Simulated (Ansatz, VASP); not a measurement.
## Gd in VASP and in Ansatz

Contents of INCAR:

```
PREC = Accurate
ENCUT = 520
EDIFF = 1E-6
ISMEAR = -1
SIGMA = 0.1
LREAL = F
LASPH = T
NELM = 150
ALGO = Normal
ISIF = 2
LWAVE = F
LCHARG = F
ISPIN = 2
MAGMOM = 7.2 7.2 -7.2 -7.2
LORBIT = 11
LMAXMIX = 6
GGA = PE
NBANDS = 48
```

File KPOINTS:

```
regular mesh
0
Gamma
  5 5 5
```

File POSCAR:

```
Gd
1.0
    5.1716381710      0.0000000000      0.0000000000
    0.0000000000      5.1716381710      0.0000000000
    0.0000000000      0.0000000000      5.1716381710
Gd
4
Direct
    0.0000000000      0.0000000000      0.0000000000
    0.5000000000      0.5000000000      0.0000000000
    0.5000000000      0.0000000000      0.5000000000
    0.0000000000      0.5000000000      0.5000000000
```

Input for Ansatz:

```yaml
crystal:
  lattice:
    - [5.171638171, 0.0, 0.0]
    - [0.0, 5.171638171, 0.0]
    - [0.0, 0.0, 5.171638171]
  atoms:
    - { symbol: Gd, position: [0.0, 0.0, 0.0], spin: 7.2 }
    - { symbol: Gd, position: [0.5, 0.5, 0.0], spin: 7.2 }
    - { symbol: Gd, position: [0.5, 0.0, 0.5], spin: -7.2 }
    - { symbol: Gd, position: [0.0, 0.5, 0.5], spin: -7.2 }
magnetization:
  spin_polarized: true
kpoints:
  mp_grid: { grid: [5, 5, 5] }
scf:
  occupations: { method: fermi_dirac, width: 0.1 }
  lower_state_search: "off"
hamiltonian:
  xc: pbe
  pseudopotentials: { kind: paw }
output:
  eigenvalues: false
  eigenstates:
    nscf_kmesh: { grid: [5, 5, 5] }
    top_band: c89
    exchange_couplings: { magnetic: [{ species: Gd }] }
  write_density: true
  write_potential: true
  elf: true
  volumetric_format: npy
```

Alike in both runs: task single point; functional PBE; k mesh 5 × 5 × 5; occupations fermi-dirac, width 0.1 eV; collinear spin.

|  | VASP | Ansatz |
| --- | --- | --- |
| version | VASP 6.6.1 | Ansatz 0.2.0 |
| potentials or method | VASP PAW PBE potentials, release 64 (Gd) | PAW with Ansatz's default frozen-core files, scalar-relativistic |
| plane-wave cutoff (eV) | 520 | 420 |
| valence electrons in the cell | 72 | 72 |

VASP gave:

* net moment per atom (μB): 0.00
* size of the moment on the site where the two differ most (μB): 6.88

Problem. Which values does Ansatz return?

Solution. net moment per atom (μB): 0.00; size of the moment on the site where the two differ most (μB): 7.18.

Site moments also hang on the region over which each program counts them.

Spin-orbit coupling is off throughout.
